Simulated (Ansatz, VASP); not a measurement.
# One calculation of GaN, two programs

Contents of INCAR:

```
SYSTEM = GaN
PREC = Accurate
ENCUT = 520
EDIFF = 1E-7
ISMEAR = 0
SIGMA = 0.05
LREAL = .False.
LASPH = .True.
NELM = 100
ALGO = Normal
ISIF = 2
LWAVE = .False.
LCHARG = .True.
GGA = PE
LELF = .True.
LVHAR = .True.
NBANDS = 46
```

KPOINTS

```
regular mesh
0
Gamma
  8 6 6
  0 0 0
```

Contents of POSCAR:

```
GaN
1.0
   -3.2185392732      0.0000000000      0.0000000000
    0.0000000000      0.0000000000     -5.2433778863
    0.0000000001     -5.5746735474      0.0000000000
Ga N
4 4
Direct
    0.5000000000      0.0057102043      0.1693439159
    0.0000000000      0.0035260616      0.6639838685
    0.0000000000      0.5035260616      0.3360161315
    0.5000000000      0.5057102043      0.8306560841
    0.5000000000      0.6049724626      0.1671021266
    0.0000000000      0.6059203542      0.6661960370
    0.0000000000      0.1059203542      0.3338039630
    0.5000000000      0.1049724626      0.8328978734
```

Input for Ansatz:

```yaml
crystal:
  lattice:
    - [-3.2185392732, 0.0, 0.0]
    - [0.0, 0.0, -5.2433778863]
    - [1.0e-10, -5.5746735474, 0.0]
  atoms:
    - { symbol: Ga, position: [0.5, 0.0057102043, 0.1693439159] }
    - { symbol: Ga, position: [0.0, 0.0035260616, 0.6639838685] }
    - { symbol: Ga, position: [0.0, 0.5035260616, 0.3360161315] }
    - { symbol: Ga, position: [0.5, 0.5057102043, 0.8306560841] }
    - { symbol: "N", position: [0.5, 0.6049724626, 0.1671021266] }
    - { symbol: "N", position: [0.0, 0.6059203542, 0.666196037] }
    - { symbol: "N", position: [0.0, 0.1059203542, 0.333803963] }
    - { symbol: "N", position: [0.5, 0.1049724626, 0.8328978734] }
basis:
  ecutwfc: 520.0
kpoints:
  mp_grid: { grid: [8, 6, 6] }
hamiltonian:
  xc: pbe
  pseudopotentials: { kind: paw, azcp: { folder: soft_1 } }
scf:
  occupations: { method: gaussian, width: 0.05 }
output:
  forces: true
  stress: true
  eigenvalues: true
  write_density: true
  write_potential: true
  elf: true
  volumetric_format: npy
```

Change from the starting cell: mode 11 frozen in at -0.016 Å and mode 13 at +0.098 Å (largest displacements).

Alike in both runs: task single point; functional PBE; k mesh 8 × 6 × 6; occupations gaussian, width 0.05 eV; no spin polarisation.

|  | VASP | Ansatz |
| --- | --- | --- |
| version | VASP 6.6.1 | Ansatz 0.2.0 |
| potentials or method | VASP PAW PBE potentials, release 64 (Ga_d, N), cutoff 520 eV | scalar-relativistic, plane waves, PAW |
| valence electrons in the cell | 72 | 72 |

Ansatz gave:

| Property | Result |
| --- | --- |
| gap on the k mesh at the Fermi level (eV) | 1.57 |
| least direct gap on the mesh (eV) | 1.57 |
| pressure (GPa) | 1.2 |
| traceless stress, the component that is largest in VASP (GPa) | -5.19 |
| rms of the force components (eV/Å) | 0.553 |

**Question.** Estimate VASP's values.

**Answer.** gap on the k mesh at the Fermi level (eV): 1.57; least direct gap on the mesh (eV): 1.57; pressure (GPa): 1.2; traceless stress, the component that is largest in VASP (GPa): -5.07; rms of the force components (eV/Å): 0.547.

Atom by atom the forces differ by 0.006 eV/Å (rms over components).
